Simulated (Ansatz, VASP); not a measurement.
# WS2 in VASP and in Ansatz

```
W S
1.0
     3.18751    0.00000    0.00000
    -1.59376    2.76047    0.00000
     0.00000    0.00000   24.16685
W S
2 4
Direct
  0.33333 0.66667 0.65376
  0.66667 0.33333 0.34624
  0.33333 0.66667 0.28123
  0.66667 0.33333 0.58874
  0.33333 0.66667 0.41126
  0.66667 0.33333 0.71877
```

Alike in both runs: functional PBE; k mesh 12 × 12 × 2; occupations gaussian, width 0.02 eV; no spin polarisation.

Ansatz relaxed the structure, and its values are those at the end. VASP's run is a single point on that final structure, the one shown.

|  | VASP | Ansatz |
| --- | --- | --- |
| version | VASP 6.6.1 | Ansatz 0.2.0 |
| potentials or method | VASP PAW PBE potentials, release 64 (W_sv, S), cutoff 520 eV | scalar-relativistic, plane waves, PAW |
| valence electrons in the cell | 52 | 52 |

Ansatz gave:

```
gap on the k mesh at the Fermi level (eV) : 1.73
least direct gap on the mesh (eV)         : 1.80
```

**Question.** What did VASP give for the same quantities?

**Answer.** gap on the k mesh at the Fermi level (eV): 1.74; least direct gap on the mesh (eV): 1.81.

The functional is the same, so the differences come from potentials, cutoffs and numerics.

Neither program's run includes spin-orbit coupling.
